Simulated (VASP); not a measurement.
A run of VASP 6.6.1 is set up as follows.

The input POSCAR:

```
Si
1.0
    2.6655775094      0.0000000000      0.0000000000
   -1.3327887547      2.3084578389      0.0000000000
    0.0000000000      0.0000000000      4.5062692700
Si
2
Direct
    0.3333333300      0.6666666700      0.2500000000
    0.6666666700      0.3333333300      0.7500000000
```

INCAR.step1

```
ALGO = Normal
EDIFF = 1E-4
ENCUT = 600
GGA = PE
ISMEAR = 0
LASPH = T
LCHARG = F
LREAL = F
LWAVE = T
NELM = 100
PREC = Accurate
SIGMA = 0.1
```

File INCAR.step2:

```
ALGO = Normal
EDIFF = 1E-6
EDIFFG = -0.005
ENCUT = 600
IBRION = 2
ISIF = 3
ISMEAR = 0
ISTART = 1
LASPH = T
LCHARG = F
LMIXTAU = T
LREAL = F
LWAVE = F
METAGGA = R2SCAN
NELM = 100
NSW = 100
PREC = Accurate
SIGMA = 0.1
```

File KPOINTS:

```
k-points
0
Gamma
  18 18 10
```

Potentials or basis: VASP PAW PBE potentials, release 64 (Si).

The run is started by

```bash
$ cat potpaw_PBE.64/Si/POTCAR > POTCAR
$ cp INCAR.step1 INCAR
$ mpirun -np 1 vasp_std > vasp.out
$ cp INCAR.step2 INCAR
$ mpirun -np 1 vasp_std > vasp.out
```

(1) Predict the relaxed cell.

(2) Predict the space group after relaxing (to 0.05 Å).

Results:

(1) a = 2.640 Å, b = 2.640 Å, c = 4.553 Å, α = 90.00°, β = 90.00°, γ = 120.00°.

(2) P6_3/mmc (No. 194).
